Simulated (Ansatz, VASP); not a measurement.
# CdO: VASP beside Ansatz

POSCAR

```
CdO
1.0
    0.0000000000      2.3762999399      2.3762999399
    2.3762999399      0.0000000000      2.3762999399
    2.3762999399      2.3762999399      0.0000000000
Cd O
1 1
Direct
    0.0000000000      0.0000000000      0.0000000000
    0.5000000000      0.5000000000      0.5000000000
```

The input INCAR.step1:

```
SYSTEM = CdO
PREC = Accurate ; ENCUT = 770
ISMEAR = -1 ; SIGMA = 0.02
LREAL = .False. ; LASPH = .True.
NELM = 120 ; NBANDS = 20
GGA = PE ; ALGO = Normal
EDIFF = 1E-5 ; LWAVE = .True.
LCHARG = .False. ; GGA_COMPAT = .False.
```

INCAR.step2

```
SYSTEM = CdO
PREC = Accurate ; ENCUT = 770
EDIFF = 1E-6 ; ISMEAR = -1
SIGMA = 0.02 ; LREAL = .False.
LASPH = .True. ; NELM = 120
ALGO = Normal ; ISIF = 2
LWAVE = .False. ; LCHARG = .False.
METAGGA = R2SCAN ; LMIXTAU = .True.
NBANDS = 20 ; ISTART = 1
GGA_COMPAT = .False.
```

File KPOINTS:

```
regular mesh
0
Gamma
  8 8 8
  0 0 0
```

Input for Ansatz:

```yaml
crystal:
  lattice:
    - [0.0, 2.3762999399, 2.3762999399]
    - [2.3762999399, 0.0, 2.3762999399]
    - [2.3762999399, 2.3762999399, 0.0]
  atoms:
    - { symbol: Cd, position: [0.0, 0.0, 0.0] }
    - { symbol: O, position: [0.5, 0.5, 0.5] }
kpoints:
  mp_grid: { grid: [8, 8, 8] }
hamiltonian:
  xc: r2scan
scf:
  occupations: { method: fermi_dirac, width: 0.02 }
  n_extra_bands: 4
output:
  forces: true
  stress: true
  eigenvalues: true
```

Alike in both runs: task single point; functional r2SCAN; k mesh 8 × 8 × 8; occupations fermi-dirac, width 0.02 eV; no spin polarisation.

|  | VASP | Ansatz |
| --- | --- | --- |
| version | VASP 6.6.1 | Ansatz 0.2.0 |
| potentials or method | VASP PAW PBE potentials, release 64 (Cd_sv_GW, O) | plane waves, PAW |
| plane-wave cutoff (eV) | 770 | 500 |
| valence electrons in the cell | 26 | 26 |

Ansatz gave:

| Item | Value |
| --- | --- |
| pressure (GPa) | -4.1 |

Q: Estimate VASP's values.

A: Pressure (GPa): -4.4.

VASP's potentials were made for PBE, not for r2SCAN.
